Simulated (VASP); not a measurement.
A run of VASP 6.6.1:

The input POSCAR:

```
BiPd
1.0
    4.1769179940      0.0000000000      0.0000000000
   -2.0884589970      3.6173170923      0.0000000000
    0.0000000000      0.0000000000      5.6337127420
Bi Pd
2 2
Direct
    0.3333333333      0.6666666667      0.2500000000
    0.6666666667      0.3333333333      0.7500000000
    0.0000000000      0.0000000000      0.0000000000
    0.0000000000      0.0000000000      0.5000000000
```

INCAR.step1

```
SYSTEM = BiPd
  PREC = Accurate
  ENCUT = 520
  ISMEAR = 0
  SIGMA = 0.1
  LREAL = .FALSE.
  LASPH = .TRUE.
  NELM = 60
  NBANDS = 33
  GGA = PE
  ALGO = Normal
  EDIFF = 1E-4
  LWAVE = .TRUE.
  LCHARG = .FALSE.
```

The input INCAR.step2:

```
SYSTEM = BiPd
  PREC = Accurate
  ENCUT = 520
  EDIFF = 1E-7
  ISMEAR = 0
  SIGMA = 0.1
  LREAL = .FALSE.
  LASPH = .TRUE.
  NELM = 60
  ALGO = Normal
  ISIF = 2
  LWAVE = .FALSE.
  LCHARG = .FALSE.
  METAGGA = R2SCAN
  LMIXTAU = .TRUE.
  NBANDS = 33
  ISTART = 1
```

KPOINTS

```
regular mesh
0
G
  12 12 8
  0 0 0
```

Potentials or basis: VASP PAW PBE potentials, release 64 (Bi_d, Pd).

Run with:

```console
$ cat potpaw_PBE.64/Bi_d/POTCAR potpaw_PBE.64/Pd/POTCAR > POTCAR
$ cp INCAR.step1 INCAR
$ mpirun -np 1 vasp_std > vasp.out
$ cp INCAR.step2 INCAR
$ mpirun -np 1 vasp_std > vasp.out
```

Hardware: 1 thread of AMD EPYC 9R45 96-Core Processor (Zen 5) (shared host).

Task: How long does it take, and how much memory?

Result: It took 12 min on 1 thread of AMD EPYC 9R45 96-Core Processor (Zen 5), on a shared host, peak memory 0.33 GiB. Counts: k points 95.
